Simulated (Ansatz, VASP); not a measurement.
# One calculation of Zr4B, two programs

```
Zr B
1.0
     3.36829    0.00094   -0.00251
    -1.68330    2.91192   -0.00452
    -0.01514   -0.04160   21.05238
Zr B
8 2
Direct
  0.32827 0.66327 0.43629
  0.33675 0.66842 0.93624
  0.33385 0.66515 0.19272
  0.33085 0.66485 0.69278
  0.67206 0.33715 0.06371
  0.66320 0.33235 0.56376
  0.66772 0.33337 0.30723
  0.66706 0.33449 0.80728
  0.00472 0.00308 0.99995
  0.99552 0.99787 0.50003
```

Change from the starting cell: cell x2, atoms moved at random (sigma 0.15 Å) and cell strained at random (1.5 %), then relaxed without symmetry.

Alike in both runs: functional PBE; k mesh 6 × 6 × 1; occupations gaussian, width 0.2 eV; no spin polarisation.

Ansatz relaxed the structure, and its values are those at the end. VASP's run is a single point on that final structure, the one shown.

|  | VASP | Ansatz |
| --- | --- | --- |
| version | VASP 6.6.1 | Ansatz 0.2.0 |
| potentials or method | VASP PAW PBE potentials, release 64 (Zr_sv, B), cutoff 520 eV | scalar-relativistic, plane waves, PAW |
| valence electrons in the cell | 102 | 102 |

```tsv
	VASP	Ansatz	Ansatz less VASP
gap on the k mesh at the Fermi level (eV)	none	none	-
pressure (GPa)	-0.1	-0.1	-0.04
rms of the force components (eV/Å)	0.005	0.007	+0.0018
```

A gap of «none» marks a metal or a gap that the smearing closes. With one functional, cell and mesh, what is left measures potentials, basis and numerics.
